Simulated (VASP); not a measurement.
A run of VASP 6.6.1 is set up as follows.

INCAR

```
SYSTEM = AlSi23O47
PREC = Accurate
ENCUT = 520
EDIFF = 1E-6
ISMEAR = -1
SIGMA = 0.05
LREAL = Auto
LASPH = .TRUE.
NELM = 200
ALGO = Normal
ISIF = 2
LWAVE = .FALSE.
LCHARG = .TRUE.
ISPIN = 2
MAGMOM = 0 0.2 0 0 0 0 0 0 0 0 0 0 0 0 0 0 0 0 0 0 0 0 0 0.2 0 0 0 0 0 0 0 0 0 0 0 0 0 0 0 0.2 0 0 0 0 0 0 0 0.2 0 0 0 0 0 0 0 0 0 0 0 0 0 0 0 0 0.2 0 0 0 0 0 0
LORBIT = 11
GGA = PS
LELF = .TRUE.
LVHAR = .TRUE.
NELECT = 375.0
NBANDS = 234
GGA_COMPAT = .FALSE.
```

KPOINTS

```
regular mesh
0
G
  1 1 1
  0 0 0
```

POSCAR

```
AlSi23O47
1.0
    9.9016390000      0.0000000000      0.0000000000
   -4.9508190000      8.5750710000      0.0000000000
    0.0000000000      0.0000000000     10.8858800000
Si Al O
23 1 47
Direct
    0.2250720000      0.9947850000      0.1679050000
    0.2515630000      0.9506790000      0.6884510000
    0.2269690000      0.4890300000      0.1681270000
    0.2415980000      0.5244800000      0.6708050000
    0.7286840000      0.9860830000      0.1654860000
    0.7416240000      0.0064880000      0.6650930000
    0.7372130000      0.4877590000      0.1609420000
    0.7345400000      0.4996750000      0.6697950000
    0.9847810000      0.2333250000      0.3263280000
    0.0121090000      0.2426770000      0.8273940000
    0.9870120000      0.7279070000      0.3320800000
    0.9977000000      0.7147160000      0.8447050000
    0.4963040000      0.2305240000      0.3269940000
    0.5098090000      0.2411090000      0.8388820000
    0.4924760000      0.7264850000      0.3363650000
    0.5089810000      0.7458560000      0.8388220000
    0.2669580000      0.2623680000      0.0004570000
    0.2730270000      0.7666020000      0.0088050000
    0.2588090000      0.7696090000      0.4950940000
    0.7703220000      0.2566280000      0.9990770000
    0.7558290000      0.2654420000      0.4992600000
    0.7651940000      0.7555840000      0.0024870000
    0.7564420000      0.7600220000      0.5042770000
    0.3138980000      0.3873430000      0.4218170000
    0.1964530000      0.1270570000      0.1048700000
    0.2288450000      0.6437200000      0.1219950000
    0.2168120000      0.6701660000      0.6236420000
    0.7016170000      0.1187130000      0.1020500000
    0.7104080000      0.1404610000      0.6097090000
    0.7005330000      0.6171960000      0.1039420000
    0.7138880000      0.6421990000      0.6196680000
    0.3507110000      0.0667540000      0.2796330000
    0.3744040000      0.0759150000      0.7757790000
    0.3482520000      0.5424520000      0.2947900000
    0.3696860000      0.5867390000      0.7798980000
    0.8516280000      0.0641660000      0.2780490000
    0.8874590000      0.0822750000      0.7599410000
    0.8574670000      0.5621800000      0.2750340000
    0.8682030000      0.5595030000      0.7766430000
    0.4458830000      0.3241980000      0.4191420000
    0.4314600000      0.2880170000      0.9480530000
    0.4163870000      0.7947870000      0.4314150000
    0.4366160000      0.8040430000      0.9468440000
    0.9154150000      0.2998780000      0.4301930000
    0.9316650000      0.2832620000      0.9399890000
    0.9129290000      0.7886000000      0.4357580000
    0.9279290000      0.7820040000      0.9452550000
    0.1314960000      0.2299810000      0.3870790000
    0.1501770000      0.2185810000      0.8839060000
    0.1192720000      0.7001970000      0.3976240000
    0.1368430000      0.6940630000      0.9033160000
    0.6187180000      0.1922520000      0.3963600000
    0.6409800000      0.2058370000      0.8905880000
    0.6111470000      0.6856150000      0.4059680000
    0.6382260000      0.7082510000      0.8933700000
    0.0545890000      0.3600930000      0.2133940000
    0.0801680000      0.3836350000      0.7263030000
    0.0625390000      0.8566600000      0.2235050000
    0.0792500000      0.8508020000      0.7353830000
    0.5747840000      0.3402740000      0.2070510000
    0.5715570000      0.3682780000      0.7302010000
    0.5658180000      0.8412680000      0.2203440000
    0.5827390000      0.8807510000      0.7342690000
    0.2973760000      0.4234350000      0.0663090000
    0.3031930000      0.4711660000      0.5553580000
    0.2910730000      0.9266550000      0.0623150000
    0.2934930000      0.9421070000      0.5494820000
    0.8086950000      0.4229640000      0.0575360000
    0.7839420000      0.4284030000      0.5556930000
    0.7989100000      0.9176060000      0.0649800000
    0.7827540000      0.9255190000      0.5530740000
```

Potentials or basis: VASP PAW PBE potentials, release 64 (Si, Al, O).

Command:

```bash
$ cat potpaw_PBE.64/Si/POTCAR potpaw_PBE.64/Al/POTCAR potpaw_PBE.64/O/POTCAR > POTCAR
$ mpirun -np 1 vasp_gam > vasp.out
```

Question: Predict the net moment.

Answer: -0.02 μB per cell.

Question: What does it give for the largest force?

Answer: 0.206 eV/Å.

Forces on the atoms (eV/Å):
```
Si  -0.046  0.095  0.065
Si   0.018  0.035 -0.011
Si   0.003 -0.060  0.119
Si   0.035 -0.096 -0.082
Si   0.049 -0.009  0.067
Si  -0.042  0.098 -0.045
Si  -0.065 -0.031 -0.024
Si   0.008 -0.023 -0.019
Si   0.077  0.012  0.190
Si  -0.013  0.026 -0.051
Si   0.051 -0.023  0.023
Si  -0.016  0.016 -0.035
Si   0.058 -0.009  0.157
Si  -0.063 -0.067 -0.064
Si  -0.050 -0.069 -0.029
Si   0.050 -0.059 -0.054
Si  -0.015  0.037  0.030
Si   0.020 -0.073  0.019
Si   0.051  0.037  0.005
Si   0.055 -0.037  0.019
Si   0.126 -0.032 -0.148
Si   0.001  0.059  0.035
Si  -0.075  0.007  0.009
Al  -0.083 -0.106  0.030
O   -0.011 -0.021 -0.014
O   -0.045  0.075 -0.042
O   -0.048  0.042  0.033
O   -0.072  0.035 -0.025
O   -0.037 -0.031  0.041
O   -0.014 -0.002 -0.012
O   -0.022  0.015 -0.005
O    0.008 -0.090 -0.068
O    0.046  0.060  0.042
O    0.009  0.032 -0.023
O    0.047  0.031  0.027
O   -0.031 -0.053 -0.061
O    0.015 -0.045  0.011
O    0.024 -0.011  0.008
O    0.008 -0.032 -0.006
O   -0.003  0.020 -0.019
O    0.017  0.015  0.015
O   -0.008  0.021  0.005
O   -0.016  0.026  0.012
O   -0.057  0.006  0.024
O    0.016  0.015  0.014
O    0.025  0.013 -0.017
O    0.022  0.011  0.000
O    0.108  0.012 -0.059
O    0.034 -0.021  0.003
O   -0.040 -0.022 -0.033
O    0.049  0.005  0.034
O   -0.062 -0.003  0.013
O    0.044 -0.027  0.020
O    0.065 -0.012  0.042
O   -0.008 -0.040  0.001
O   -0.027  0.054 -0.074
O   -0.038 -0.016  0.041
O   -0.027 -0.024 -0.014
O   -0.086 -0.046  0.037
O   -0.022  0.018 -0.029
O   -0.025  0.011  0.006
O   -0.012  0.007 -0.035
O   -0.022 -0.005  0.042
O    0.046 -0.003 -0.039
O    0.006  0.072  0.007
O   -0.003  0.035 -0.027
O    0.010  0.019 -0.087
O    0.003  0.064 -0.015
O   -0.028  0.075  0.032
O    0.006 -0.003 -0.009
O    0.024 -0.012 -0.005
```

Caveat: the k points lie up to 0.73 Å⁻¹ apart; the cell carries a net charge on a neutralising background, which shifts energy and pressure; the PAW data sets were made with another functional, which shifts forces and pressure a little.
